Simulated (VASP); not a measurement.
Here is a VASP 6.6.1 calculation.

INCAR

```
ALGO     = Normal         # electronic algorithm
EDIFF    = 1E-6           # SCF threshold, eV
ENCUT    = 520            # plane-wave cutoff, eV
GGA      = PS             # functional
ISIF     = 2              # what is computed and relaxed
ISMEAR   = -1             # smearing method
LASPH    = T              # aspherical terms in the spheres
LCHARG   = F              # write CHGCAR
LREAL    = F              # projectors in reciprocal space
LWAVE    = F              # write WAVECAR
NBANDS   = 46             # bands
NELM     = 60             # most SCF steps
PREC     = Accurate       # precision mode
SIGMA    = 0.05           # smearing width, eV
```

File KPOINTS:

```
k-points
0
Gamma
  7 7 7
```

POSCAR

```
GaCuSe2
1.0
   -2.7849395738      2.7849395738      5.5372763474
    2.7849395738     -2.7849395738      5.5372763474
    2.7849395738      2.7849395738     -5.5372763474
Se Ga Cu
4 2 2
Direct
    0.1167862841      0.6250000000     -0.0082137159
    0.8750000000      0.8832137159      0.5082137159
    0.6332137159      0.1250000000      1.0082137159
    0.3750000000      0.3667862841      0.4917862841
    0.2500000000      0.7500000000      0.5000000000
    0.5000000000      0.5000000000      0.0000000000
    0.7500000000      0.2500000000      0.5000000000
    0.0000000000      0.0000000000      0.0000000000
```

Potentials or basis: VASP PAW PBE potentials, release 64 (Se, Ga_d, Cu).

Run with:

```bash
$ cat potpaw_PBE.64/Se/POTCAR potpaw_PBE.64/Ga_d/POTCAR potpaw_PBE.64/Cu/POTCAR > POTCAR
$ mpirun -np 1 vasp_std > vasp.out
```

Question: Estimate the band gap on the k mesh.

Answer: 0.14 eV, direct.

Question: Predict the largest force.

Answer: 0.025 eV/Å.

Question: What does it give for the pressure?

Answer: 0.2 GPa.

Forces in eV/Å, atoms in the order of the input:
```
Se   0.000  0.025  0.000
Se  -0.025  0.000  0.000
Se   0.000 -0.025  0.000
Se   0.025  0.000  0.000
Ga   0.000  0.000  0.000
Ga   0.000  0.000  0.000
Cu   0.000  0.000  0.000
Cu   0.000  0.000  0.000
```

Caveat: the PAW data sets were made with another functional, which shifts forces and pressure a little.

**What was measured.**

“Growth and anisotropy of transport properties of CuGaSe2 single crystals”, 2018, pmc:6251020 reports, for a bulk crystal of GaCuSe2: band gap 1.72 eV.

Against the measured gap of GaCuSe2, 1.72 eV (“Growth and anisotropy of transport properties of CuGaSe2 single crystals”, 2018, pmc:6251020), the calculated 0.14 eV is off by -1.58 eV. So large a miss can be the level of theory's own, or it may mean another phase, state or a wrong row. 2 values of this kind are on record in papers (1.7 to 1.72 eV); this one was drawn at random among those near their median. Spin-orbit coupling on Ga, Se is left out. The value is that of PBEsol, without temperature or zero-point motion. Semilocal functionals fall short of measured gaps as a rule.
